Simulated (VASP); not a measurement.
# K (I4/mmm) in VASP: notebook

Runs on K. Level: PBE. Tasks: single point.

Program: VASP 6.6.1. These are calculated values, not measurements. Logs are shortened: lines on timing, memory, paths and dates and some standing lists are left out, and cuts for length are marked.

## Step 1: The cell of the first run

Symmetry: I4/mmm, No. 139, tetragonal system. Conventional cell: a = 5.527 Å, b = 5.527 Å, c = 4.698 Å, α = 90.00°, β = 90.00°, γ = 90.00°.

## Step 2: Single point, PBE

The input, INCAR:

```
  ALGO = Normal
  EDIFF = 1E-6
  ENCUT = 520
  GGA = PE
  ISIF = 2
  ISMEAR = 0
  LASPH = T
  LCHARG = F
  LREAL = F
  LWAVE = F
  NBANDS = 10
  NELM = 100
  PREC = Accurate
  SIGMA = 0.15
```

The input, KPOINTS:

```
k-points
0
Gamma
  14 14 14
```

The input, POSCAR:

```
K
1.0
   -2.7637367086      2.7637367086      2.3491762023
    2.7637367086     -2.7637367086      2.3491762023
    2.7637367086      2.7637367086     -2.3491762023
K
1
Direct
    0.0000000000      0.0000000000      0.0000000000
```

Potentials or basis: VASP PAW PBE potentials, release 64 (K_sv).

Command:

```
cat potpaw_PBE.64/K_sv/POTCAR > POTCAR
mpirun -np 1 vasp_std > vasp.out
```

OUTCAR:

```text
EDIFF = 1E-6
   ENCUT = 520
   GGA = PE
   ISIF = 2
   ISMEAR = 0
   LASPH = T
   LREAL = F
   NELM = 100
   PREC = Accurate

 ion  position               nearest neighbor table
   1  0.000  0.000  0.000-

  LATTYP: Found a body centered tetragonal cell.
 ALAT       =     5.5274734172
 C/A-ratio  =     0.8500000000

  Lattice vectors:

 A1 = (  -2.7637367086,   2.7637367086,   2.3491762023)
 A2 = (   2.7637367086,  -2.7637367086,   2.3491762023)
 A3 = (   2.7637367086,   2.7637367086,  -2.3491762023)

Analysis of symmetry for initial positions (statically):
=====================================================================
 Subroutine PRICEL returns:
 Original cell was already a primitive cell.

 Routine SETGRP: Setting up the symmetry group for a
 body centered tetragonal supercell.

 Subroutine GETGRP returns: Found 16 space group operations
 (whereof 16 operations were pure point group operations)
 out of a pool of 16 trial point group operations.

The static configuration has the point symmetry D_4h.

Analysis of symmetry for dynamics (positions and initial velocities):
=====================================================================
 Subroutine PRICEL returns:
 Original cell was already a primitive cell.

 Routine SETGRP: Setting up the symmetry group for a
 body centered tetragonal supercell.

 Subroutine GETGRP returns: Found 16 space group operations
 (whereof 16 operations were pure point group operations)
 out of a pool of 16 trial point group operations.

The dynamic configuration has the point symmetry D_4h.

 Subroutine INISYM returns: Found 16 space group operations
 (whereof 16 operations are pure point group operations),
 and found     1 'primitive' translations

----------------------------------------------------------------------------------------

                                     Primitive cell

  volume of cell :      71.7743

  direct lattice vectors                    reciprocal lattice vectors
    -2.763736709  2.763736709  2.349176202     0.000000000  0.180914484  0.212840569
     2.763736709 -2.763736709  2.349176202     0.180914484  0.000000000  0.212840569
     2.763736709  2.763736709 -2.349176202     0.180914484  0.180914484  0.000000000

  length of vectors
     4.560165569  4.560165569  4.560165569     0.279340578  0.279340578  0.255851717

  position of ions in fractional coordinates (direct lattice)
     0.000000000  0.000000000  0.000000000

  ion indices of the primitive-cell ions
   primitive index   ion index
                 1           1

----------------------------------------------------------------------------------------

 KPOINTS: k-points

Automatic generation of k-mesh.
 Grid dimensions read from file:
 generate k-points for:   14   14   14

 Generating k-lattice:

  Cartesian coordinates                     Fractional coordinates (reciprocal lattice)
     0.000000000  0.012922463  0.015202898     0.071428571  0.000000000 -0.000000000
     0.012922463  0.000000000  0.015202898     0.000000000  0.071428571 -0.000000000
     0.012922463  0.012922463  0.000000000     0.000000000  0.000000000  0.071428571

  Length of vectors
     0.019952898  0.019952898  0.018275123

  Shift w.r.t. Gamma in fractional coordinates (k-lattice)
     0.000000000  0.000000000  0.000000000

 Subroutine IBZKPT returns following result:
 ===========================================

 Found    244 irreducible k-points:

 Following reciprocal coordinates:
            Coordinates               Weight
  0.000000  0.000000  0.000000      1.000000
  0.071429 -0.000000  0.000000      8.000000
  0.142857 -0.000000  0.000000      8.000000
  0.214286  0.000000  0.000000      8.000000
  0.285714  0.000000  0.000000      8.000000
  0.357143  0.000000  0.000000      8.000000
[... 16 lines left out ...]
  0.214286  0.142857  0.000000     16.000000
  0.285714  0.142857  0.000000     16.000000
 [... further k-points ...]
   k-points           NKPTS =    244   k-points in BZ     NKDIM =    244   number of bands    NBANDS=     10
   number of dos      NEDOS =    301   number of ions     NIONS =      1
   total plane-waves  NPLWV =  46656
   dimension x,y,z NGX =    36 NGY =   36 NGZ =   36
   dimension x,y,z NGXF=    72 NGYF=   72 NGZF=   72
   ions per type =               1
   NGX,Y,Z   is equivalent  to a cutoff of  13.12, 13.12, 13.12 a.u.
   NGXF,Y,Z  is equivalent  to a cutoff of  26.25, 26.25, 26.25 a.u.
 SYSTEM =  unknown system
   PREC   = accura    normal or accurate (medium, high low for compatibility)
   ISTART =      0    job   : 0-new  1-cont  2-samecut
   ICHARG =      2    charge: 1-file 2-atom 10-const
   ISPIN  =      1    spin polarized calculation?
   LNONCOLLINEAR =      F non collinear calculations
   LSORBIT =      F    spin-orbit coupling
   LASPH  =      T    aspherical Exc in radial PAW
   ENCUT  =  520.0 eV  38.22 Ry    6.18 a.u.   8.48  8.48  8.48*2*pi/ulx,y,z
   NELM   =    100;   NELMIN=  2; NELMDL= -5     # of ELM steps
   EDIFF  = 0.1E-05   stopping-criterion for ELM
   LREAL  =      F    real-space projection
   EDIFFG = 0.1E-04   stopping-criterion for IOM
   NSW    =      0    number of steps for IOM
   IBRION =     -1    ionic relax: 0-MD 1-quasi-New 2-CG
   NFREE  =      0    steps in history (QN), initial steepest desc. (CG)
   ISIF   =      2    stress and relaxation
   ISYM   =      2    0-nonsym 1-usesym 2-fastsym
   POTIM  = 0.5000    time-step for ionic-motion
   TEBEG  =    0.0;   TEEND  =   0.0 temperature during run
   PSTRESS=    0.0 pullay stress
   NELECT =       9.0000    total number of electrons
   NUPDOWN=      -1.0000    fix difference up-down
   EMIN   =  10.00;   EMAX   =-10.00  energy-range for DOS
   EFERMI =   0.00;   METHOD = LEGACY
   ISMEAR =     0;   SIGMA  =   0.15  broadening in eV -4-tet -1-fermi 0-gaus
   EFERMI_NEDOS =   21; number of points for ismear=-14 and -15
   IALGO  =     38    algorithm
   IMIX   =      4    mixing-type and parameters
     AMIX     =   0.40;   BMIX     =  1.00
     AMIX_MAG =   1.60;   BMIX_MAG =  1.00
  volume/ion in A,a.u.               =      71.77       484.36
  Fermi-wavevector in a.u.,A,eV,Ry     =   0.819406  1.548454  9.135317  0.671427
  Thomas-Fermi vector in A             =   1.930206
   LORBIT       =      0    0 simple, 1 ext, 2 COOP (PROOUT), +10 PAW based schemes
   GGA     = PE    functional components
   LHFCALC =     F    Hartree Fock is set to
   AEXX    =    0.0000 exact exchange contribution
   IVDW    =     0    specifies the selected vdW correction
   LEPSILON=     F    determine dielectric tensor
   LRPA    =     F    only Hartree local field effects (RPA)
 non-spin polarized calculation
 Gauss-broadening in eV      SIGMA  =   0.15
  energy-cutoff  :      520.00
  volume of cell :       71.77
 maximum number of plane-waves:      1961
 NGX is ok and might be reduce to    36
   NGX = 17   NGY = 17   NGZ = 17

 number of electron       9.0000001 magnetization

 Free energy of the ion-electron system (eV)
  ---------------------------------------------------
  ext. energy  EPLUGINS =         0.00000000
  ---------------------------------------------------
  free energy    TOTEN  =        -1.04548947 eV

  energy without entropy =       -1.03688658  energy(sigma->0) =       -1.04118802

 E-fermi :  -0.0596     XC(G=0):  -5.7096

 val. band max:       -0.0703539357   @ k =  -0.0714   0.4286   0.0714
 cond. band min:      -0.0538759106   @ k =   0.2857   0.1429   0.0714
 fundamental gap:      0.0164780252
 Fermi energy:        -0.0595718422

 k-point     1 :       0.0000    0.0000    0.0000
  band No.  band energies     occupation
      1     -32.1883      2.00000
      2     -15.6360      2.00000
      3     -15.6357      2.00000
      4     -15.6357      2.00000
      5      -2.2560      2.00000
      6       3.7246      0.00000
      7       4.5934      0.00000
      8       4.6272      0.00000
      9       4.6272      0.00000
     10       5.6902      0.00000

 k-point     2 :       0.0714   -0.0000    0.0000
  band No.  band energies     occupation
      1     -32.1881      2.00000
      2     -15.6398      2.00000
      3     -15.6370      2.00000
      4     -15.6362      2.00000
      5      -2.1865      2.00000
      6       3.7155      0.00000
      7       4.4528      0.00000
      8       4.5671      0.00000
      9       4.6408      0.00000
     10       5.5675      0.00000

 k-point     3 :       0.1429   -0.0000    0.0000
  band No.  band energies     occupation
      1     -32.1874      2.00000
      2     -15.6506      2.00000
      3     -15.6404      2.00000
      4     -15.6373      2.00000
      5      -1.9807      2.00000
      6       3.6378      0.00000
      7       4.0071      0.00000
      8       4.5121      0.00000
      9       4.7431      0.00000
     10       5.3810      0.00000

 k-point     4 :       0.2143    0.0000    0.0000
  band No.  band energies     occupation
      1     -32.1863      2.00000
      2     -15.6661      2.00000
      3     -15.6454      2.00000
      4     -15.6388      2.00000
      5      -1.6458      2.00000
      6       3.4068      0.00000
      7       3.4440      0.00000
      8       4.6257      0.00000
      9       4.8922      0.00000
     10       5.2626      0.00000
[... 222 lines left out ...]
 k-point    22 :       0.1429    0.1429    0.0000
  band No.  band energies     occupation
      1     -32.1856      2.00000
      2     -15.6760      2.00000
      3     -15.6444      2.00000
      4     -15.6444      2.00000
      5      -1.4074      2.00000
      6       3.2117      0.00000
      7       3.2602      0.00000
      8       4.5181      0.00000
      9       4.9398      0.00000
     10       5.3013      0.00000

 k-point    23 :       0.2143    0.1429    0.0000
  band No.  band energies     occupation
      1     -32.1846      2.00000
      2     -15.6898      2.00000
      3     -15.6506      2.00000
      4     -15.6462      2.00000
      5      -0.9454      2.00000
      6       2.6636      0.00000
      7       2.9542      0.00000
      8       4.7147      0.00000
      9       4.8637      0.00000
     10       5.6475      0.00000

 k-point    24 :       0.2857    0.1429    0.0000
  band No.  band energies     occupation
      1     -32.1837      2.00000
      2     -15.7008      2.00000
      3     -15.6570      2.00000
      4     -15.6474      2.00000
      5      -0.3888      1.99809
      6       2.0293      0.00000
      7       2.7466      0.00000
      8       4.6944      0.00000
      9       5.0337      0.00000
     10       5.9753      0.00000

 [... further k-points ...]
[... 5 lines left out ...]
  --------------------------------------------------------------------------------------
  -------------------------------------------------------------------------------------
  Total        0.0067936      0.0067936      0.1395327      0.0000000     -0.0000000      0.0000000
  in kB        0.1516490      0.1516490      3.1147094      0.0000000     -0.0000000      0.0000000
  external PRESSURE =       1.1393358 kB  Pullay stress =       0.0000000 kB

 VOLUME and BASIS-vectors are now :
 -----------------------------------------------------------------------------
  energy-cutoff  :      520.00
  volume of cell :       71.77
      direct lattice vectors                 reciprocal lattice vectors
    -2.763736709  2.763736709  2.349176202     0.000000000  0.180914484  0.212840569
     2.763736709 -2.763736709  2.349176202     0.180914484  0.000000000  0.212840569
     2.763736709  2.763736709 -2.349176202     0.180914484  0.180914484  0.000000000

 POSITION                                       TOTAL-FORCE (eV/Angst)
 -----------------------------------------------------------------------------------
      0.00000      0.00000      0.00000        -0.000000     -0.000000     -0.000000
 -----------------------------------------------------------------------------------
    total drift:                               -0.000000      0.000000      0.000000

  FREE ENERGIE OF THE ION-ELECTRON SYSTEM (eV)
  ---------------------------------------------------
  free  energy   TOTEN  =        -1.0454894703 eV

  energy  without entropy=       -1.0368865793  energy(sigma->0) =       -1.04118802
```

Wall time 45 s (1 thread of Intel Xeon 6975P-C (Granite Rapids), shared host); peak memory 0.3 GiB.

What came out:

- Free energy: -1.0455 eV
- Pressure: 0.1 GPa

(Continued in part 2 of 2.)
